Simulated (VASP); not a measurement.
# ZnO: single point with PBE

ZnO:

```
Zn O
1.0
     3.23535    0.00000    0.00000
    -1.61768    2.80190    0.00000
     0.00000    0.00000    5.21091
Zn O
2 2
Cartesian
  0.0000 1.8679 2.6037
  1.6177 0.9340 -0.0018
  1.6177 0.9340 1.9768
  0.0000 1.8679 4.5822
```

```
Program             : VASP 6.6.1
Task                : single point
Functional          : PBE
Potentials or basis : VASP PAW PBE potentials, release 64 (Zn, O)
Cutoff              : 600 eV
k mesh              : 12 × 12 × 6
Occupations         : gaussian, width 0.01 eV
Spin                : no spin polarisation
```

* Pressure: 7.0 GPa
* Largest force: 0.004 eV/Å
* Band gap on the k mesh: 0.79 eV

Forces on the atoms (eV/Å):
```
Zn   0.000  0.000  0.004
Zn   0.000  0.000  0.004
O    0.000  0.000 -0.004
O    0.000  0.000 -0.004
```

Stress tensor (GPa, compression positive):
```
6.96 0.00 0.00
0.00 6.96 0.00
0.00 0.00 7.09
```

Levels at points of the mesh, in eV from the valence-band top:
```
           k point  band 15  band 16  band 17  band 18  band 19  band 20  band 21  band 22
(0.00, 0.00, 0.00)    -0.80    -0.09     0.00     0.00     0.79     5.25     8.23    12.93
(0.50, 0.00, 0.00)    -2.85    -2.29    -1.30    -0.85     5.81     6.88     7.60     8.55
(0.00, 0.00, 0.50)    -0.40    -0.40    -0.40    -0.40     3.47     3.47    10.10    10.10
(0.50, 0.00, 0.50)    -1.53    -1.53    -1.39    -1.39     5.72     5.72     8.47     8.47
```

Run time: 110 s on 1 thread of Intel(R) Xeon(R) 6975P-C (Granite Rapids), with other jobs on the host, peak memory 0.23 GiB.

Caveat: the cell stands under pressure. PBE gaps usually lie below the measured ones, often by a third to a half.
